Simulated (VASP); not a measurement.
Runs of VASP 6.6.1 on Cd. The structure is that of space group Im-3m (No. 229), or close to it. The cells are those of the table. 

```csv
task,level,spin,fixed moment (μB),cell,cutoff (eV),smearing,gap on the mesh (eV),pressure (GPa),moment (μB)
single point,PBEsol,"collinear, ferromagnetic start",1.0,"a = 3.131 Å, angles 109.5°, 1 atom",520,fermi-dirac 0.05 eV,-,(b),1.00
relaxation of cell and atoms,PBEsol+D4,off,-,"relaxed from a = 3.091 Å, angles 109.5°, 1 atom",600,methfessel-paxton 0.1 eV,none,0.0,-
single point,PBEsol+D4,off,-,"a = 2.991 Å, angles 109.5°, 1 atom",520,methfessel-paxton 0.1 eV,none,0.4,-
single point,PBEsol,off,-,"a = 3.091 Å, angles 109.5°, 1 atom",520,gaussian 0.05 eV,none,(a),-
single point,PBEsol,"non-collinear, typed start",-,"a = 3.131 Å, angles 109.5°, 1 atom",520,tetrahedron,none,-3.7,0.00
single point,PBEsol,"collinear, ferromagnetic start",1.0,"a = 3.049 Å, angles 109.5°, 1 atom",520,fermi-dirac 0.05 eV,-,7.9,1.00
single point,PBEsol,"collinear, ferromagnetic start",1.0,"a = 3.091 Å, angles 109.5°, 1 atom",520,fermi-dirac 0.05 eV,-,5.1,1.00
single point,PBEsol,"non-collinear, typed start",-,"a = 3.151 Å, angles 109.5°, 1 atom",520,tetrahedron,none,-4.2,0.00
```

Alike in all rows: potentials or basis VASP PAW PBE potentials, release 64 (Cd); k mesh 10 × 10 × 10.

Problem. Fill in the values left out.

Solution. (a) -2.6; (b) 2.9.

Caveats: the PAW data sets were made with another functional, which shifts forces and pressure a little; the total moment is fixed, so each spin has its own Fermi level (some runs); pairwise dispersion overbinds metals, which lowers pressure and volume (some runs); tetrahedron occupations give inexact forces and stress in metals (some runs).

A k mesh can miss the band edges, and the runs leave out spin-orbit coupling on Cd.

A gap of «none» marks levels without a gap at the run's occupations.
